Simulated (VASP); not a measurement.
# CO2 (Cmce) in VASP: a series of runs, part 2 of 2

VASP 6.6.1.

## 3. Single point, LDA

Input file INCAR:

```
PREC     = Accurate       # precision mode
ENCUT    = 520            # plane-wave cutoff, eV
EDIFF    = 1E-6           # SCF threshold, eV
ISMEAR   = 1              # smearing method
SIGMA    = 0.1            # smearing width, eV
LREAL    = False          # projectors in reciprocal space
LASPH    = True           # aspherical terms in the spheres
NELM     = 100            # most SCF steps
ALGO     = Normal         # electronic algorithm
ISIF     = 2              # what is computed and relaxed
LWAVE    = False          # write WAVECAR
LCHARG   = True           # write CHGCAR
LELF     = True           # ELF
LVHAR    = True         
NBANDS   = 25             # bands
```

Input file KPOINTS:

```
regular mesh
0
Gamma
  5 5 3
```

Input file POSCAR:

```
CO2
1.0
    2.6359110000     -2.3873780000      0.0000000000
    2.6359110000      2.3873780000      0.0000000000
    0.0000000000      0.0000000000      6.5871750000
C O
2 4
Direct
    0.0000000000      0.0000000000      0.0000000000
    0.5000000000      0.5000000000      0.5000000000
    0.8065090000      0.1934910000      0.8918430000
    0.1934910000      0.8065090000      0.1081570000
    0.6934910000      0.3065090000      0.3918430000
    0.3065090000      0.6934910000      0.6081570000
```

Potentials or basis: VASP PAW LDA potentials, release 64 (C, O).

Launch:

```bash
cat potpaw_LDA.64/C/POTCAR potpaw_LDA.64/O/POTCAR > POTCAR
mpirun -np 1 vasp_std > vasp.out
```

OUTCAR:

```text
PREC = Accurate
   ENCUT = 520
   EDIFF = 1E-6
   ISMEAR = 1
   LREAL = False
   LASPH = True
   NELM = 100
   ISIF = 2

 ion  position               nearest neighbor table
   1  0.000  0.000  0.000-   3 1.17   4 1.17
   2  0.500  0.500  0.500-   5 1.17   6 1.17
   3  0.807  0.193  0.892-   1 1.17
   4  0.193  0.807  0.108-   1 1.17
   5  0.693  0.307  0.392-   2 1.17
   6  0.307  0.693  0.608-   2 1.17

  LATTYP: Found a base centered orthorhombic cell.
 ALAT       =     4.7747560000
 B/A-ratio  =     1.1041029112
 C/A-ratio  =     1.3795835850

  Lattice vectors:

 A1 = (  -2.6359110000,  -2.3873780000,   0.0000000000)
 A2 = (   2.6359110000,  -2.3873780000,   0.0000000000)
 A3 = (   0.0000000000,   0.0000000000,   6.5871750000)

Analysis of symmetry for initial positions (statically):
=====================================================================
 Subroutine PRICEL returns:
 Original cell was already a primitive cell.

 Routine SETGRP: Setting up the symmetry group for a
 base centered orthorhombic supercell.

 Subroutine GETGRP returns: Found  8 space group operations
 (whereof  4 operations were pure point group operations)
 out of a pool of  8 trial point group operations.

The static configuration has the point symmetry C_2h.
 The point group associated with its full space group is D_2h.

Analysis of symmetry for dynamics (positions and initial velocities):
=====================================================================
 Subroutine PRICEL returns:
 Original cell was already a primitive cell.

 Routine SETGRP: Setting up the symmetry group for a
 base centered orthorhombic supercell.

 Subroutine GETGRP returns: Found  8 space group operations
 (whereof  4 operations were pure point group operations)
 out of a pool of  8 trial point group operations.

The dynamic configuration has the point symmetry C_2h.
 The point group associated with its full space group is D_2h.

 Subroutine INISYM returns: Found  8 space group operations
 (whereof  4 operations are pure point group operations),
 and found     1 'primitive' translations

----------------------------------------------------------------------------------------

                                     Primitive cell

  volume of cell :      82.9051

  direct lattice vectors                    reciprocal lattice vectors
     2.635911000 -2.387378000  0.000000000     0.189687740 -0.209434786  0.000000000
     2.635911000  2.387378000  0.000000000     0.189687740  0.209434786  0.000000000
     0.000000000  0.000000000  6.587175000     0.000000000  0.000000000  0.151810146

  length of vectors
     3.556346512  3.556346512  6.587175000     0.282567458  0.282567458  0.151810146

  position of ions in fractional coordinates (direct lattice)
     0.000000000  0.000000000  0.000000000
     0.500000000  0.500000000  0.500000000
     0.806509000  0.193491000  0.891843000
     0.193491000  0.806509000  0.108157000
     0.693491000  0.306509000  0.391843000
     0.306509000  0.693491000  0.608157000

  ion indices of the primitive-cell ions
   primitive index   ion index
[... 30 lines left out ...]

 Found     18 irreducible k-points:

 Following reciprocal coordinates:
            Coordinates               Weight
  0.000000  0.000000  0.000000      1.000000
  0.200000 -0.000000  0.000000      4.000000
  0.400000 -0.000000  0.000000      4.000000
  0.200000  0.200000  0.000000      2.000000
  0.400000  0.200000  0.000000      4.000000
 -0.400000  0.200000  0.000000      4.000000
[... 10 lines left out ...]
  0.400000  0.400000  0.333333      4.000000
 -0.400000  0.400000  0.333333      4.000000
   k-points           NKPTS =     18   k-points in BZ     NKDIM =     18   number of bands    NBANDS=     25
   number of dos      NEDOS =    301   number of ions     NIONS =      6
   total plane-waves  NPLWV =  39200
   dimension x,y,z NGX =    28 NGY =   28 NGZ =   50
   dimension x,y,z NGXF=    56 NGYF=   56 NGZF=  100
   ions per type =               2   4
   NGX,Y,Z   is equivalent  to a cutoff of  13.09, 13.09, 12.62 a.u.
   NGXF,Y,Z  is equivalent  to a cutoff of  26.18, 26.18, 25.24 a.u.
 SYSTEM =  unknown system
   PREC   = accura    normal or accurate (medium, high low for compatibility)
   ISTART =      0    job   : 0-new  1-cont  2-samecut
   ICHARG =      2    charge: 1-file 2-atom 10-const
   ISPIN  =      1    spin polarized calculation?
   LNONCOLLINEAR =      F non collinear calculations
   LSORBIT =      F    spin-orbit coupling
   LASPH  =      T    aspherical Exc in radial PAW
   ENCUT  =  520.0 eV  38.22 Ry    6.18 a.u.   6.61  6.61 12.25*2*pi/ulx,y,z
   NELM   =    100;   NELMIN=  2; NELMDL= -5     # of ELM steps
   EDIFF  = 0.1E-05   stopping-criterion for ELM
   LREAL  =      F    real-space projection
   EDIFFG = 0.1E-04   stopping-criterion for IOM
   NSW    =      0    number of steps for IOM
   IBRION =     -1    ionic relax: 0-MD 1-quasi-New 2-CG
   NFREE  =      0    steps in history (QN), initial steepest desc. (CG)
   ISIF   =      2    stress and relaxation
   ISYM   =      2    0-nonsym 1-usesym 2-fastsym
   POTIM  = 0.5000    time-step for ionic-motion
   TEBEG  =    0.0;   TEEND  =   0.0 temperature during run
   PSTRESS=    0.0 pullay stress
   NELECT =      32.0000    total number of electrons
   NUPDOWN=      -1.0000    fix difference up-down
   EMIN   =  10.00;   EMAX   =-10.00  energy-range for DOS
   EFERMI =   0.00;   METHOD = LEGACY
   ISMEAR =     1;   SIGMA  =   0.10  broadening in eV -4-tet -1-fermi 0-gaus
   EFERMI_NEDOS =   21; number of points for ismear=-14 and -15
   IALGO  =     38    algorithm
   IMIX   =      4    mixing-type and parameters
     AMIX     =   0.40;   BMIX     =  1.00
     AMIX_MAG =   1.60;   BMIX_MAG =  1.00
  volume/ion in A,a.u.               =      13.82        93.25
  Fermi-wavevector in a.u.,A,eV,Ry     =   1.191968  2.252492 19.330977  1.420787
  Thomas-Fermi vector in A             =   2.328017
   LORBIT       =      0    0 simple, 1 ext, 2 COOP (PROOUT), +10 PAW based schemes
   GGA     = CA    functional components
   LHFCALC =     F    Hartree Fock is set to
   AEXX    =    0.0000 exact exchange contribution
   IVDW    =     0    specifies the selected vdW correction
   LEPSILON=     F    determine dielectric tensor
   LRPA    =     F    only Hartree local field effects (RPA)
 non-spin polarized calculation
 Methfessel and Paxton  Order N= 1 SIGMA  =   0.10
  energy-cutoff  :      520.00
  volume of cell :       82.91
 maximum number of plane-waves:      2252
   NGX = 13   NGY = 13   NGZ = 25

 number of electron      32.0000006 magnetization

 Free energy of the ion-electron system (eV)
  ---------------------------------------------------
  ext. energy  EPLUGINS =         0.00000000
  ---------------------------------------------------
  free energy    TOTEN  =       -49.73044309 eV

  energy without entropy =      -49.73113642  energy(sigma->0) =      -49.73067420

 E-fermi :  -3.3165     XC(G=0):  -8.8468

 val. band max:       -3.3789370886   @ k =  -0.4000   0.4000   0.0000
 cond. band min:       2.9768108523   @ k =   0.0000   0.0000   0.0000
 fundamental gap:      6.3557479410
 Fermi energy:        -3.3164912701

 k-point     1 :       0.0000    0.0000    0.0000
  band No.  band energies     occupation
      1     -23.9474      2.00000
      2     -23.7717      2.00000
      3     -22.7835      2.00000
      4     -22.7007      2.00000
      5      -8.4213      2.00000
      6      -8.3911      2.00000
[... 493 lines left out ...]
     24       9.8450      0.00000
     25       9.9675      0.00000

------------------------ aborting loop because EDIFF is reached ----------------------------------------

  FORCE on cell =-STRESS in cart. coord.  units (eV):
  Direction    XX          YY          ZZ          XY          YZ          ZX
  --------------------------------------------------------------------------------------
  -------------------------------------------------------------------------------------
  Total       -0.6657235     -0.0831922     -0.5041858      0.0000000      0.0000000      0.0000000
  in kB      -12.8654006     -1.6077265     -9.7436147      0.0000000      0.0000000      0.0000000
  external PRESSURE =      -8.0722473 kB  Pullay stress =       0.0000000 kB

 VOLUME and BASIS-vectors are now :
 -----------------------------------------------------------------------------
  energy-cutoff  :      520.00
  volume of cell :       82.91
      direct lattice vectors                 reciprocal lattice vectors
     2.635911000 -2.387378000  0.000000000     0.189687740 -0.209434786  0.000000000
     2.635911000  2.387378000  0.000000000     0.189687740  0.209434786  0.000000000
     0.000000000  0.000000000  6.587175000     0.000000000  0.000000000  0.151810146

 POSITION                                       TOTAL-FORCE (eV/Angst)
 -----------------------------------------------------------------------------------
      0.00000      0.00000      0.00000        -0.000000      0.000000     -0.000000
      2.63591      0.00000      3.29359         0.000000     -0.000000     -0.000000
      2.63591     -1.46351      5.87473        -0.000000      0.163543     -0.108343
      2.63591      1.46351      0.71245        -0.000000     -0.163543      0.108343
      2.63591     -0.92387      2.58114        -0.000000     -0.163543     -0.108343
      2.63591      0.92387      4.00604        -0.000000      0.163543      0.108343
 -----------------------------------------------------------------------------------
    total drift:                                0.000000     -0.000000      0.000000

  FREE ENERGIE OF THE ION-ELECTRON SYSTEM (eV)
  ---------------------------------------------------
  free  energy   TOTEN  =       -49.7304430934 eV

  energy  without entropy=      -49.7311364224  energy(sigma->0) =      -49.73067420
```

Wall time 24 s (1 thread of Intel Xeon Platinum 8488C (Sapphire Rapids), shared host); peak memory 0.16 GiB.

What came out:

| Quantity | Value |
| --- | --- |
| Free energy | -49.7304 eV |
| Pressure | -0.8 GPa |
| Largest force | 0.196 eV/Å |
| Band gap on the k mesh | 6.36 eV, indirect (least direct gap 6.88 eV) |

Forces in eV/Å, atoms in the order of the input:
```
C    0.000  0.000  0.000
C    0.000  0.000  0.000
O    0.000  0.164 -0.108
O    0.000 -0.164  0.108
O    0.000 -0.164 -0.108
O    0.000  0.164  0.108
```

Levels at points of the mesh, in eV from the valence-band top:
```tsv
k point	band 12	band 13	band 14	band 15	band 16	band 17	band 18	band 19	band 20	band 21
(0.00, 0.00, 0.00)	-3.42	-0.95	-0.90	-0.58	-0.52	6.36	7.03	7.59	7.73	8.65
```
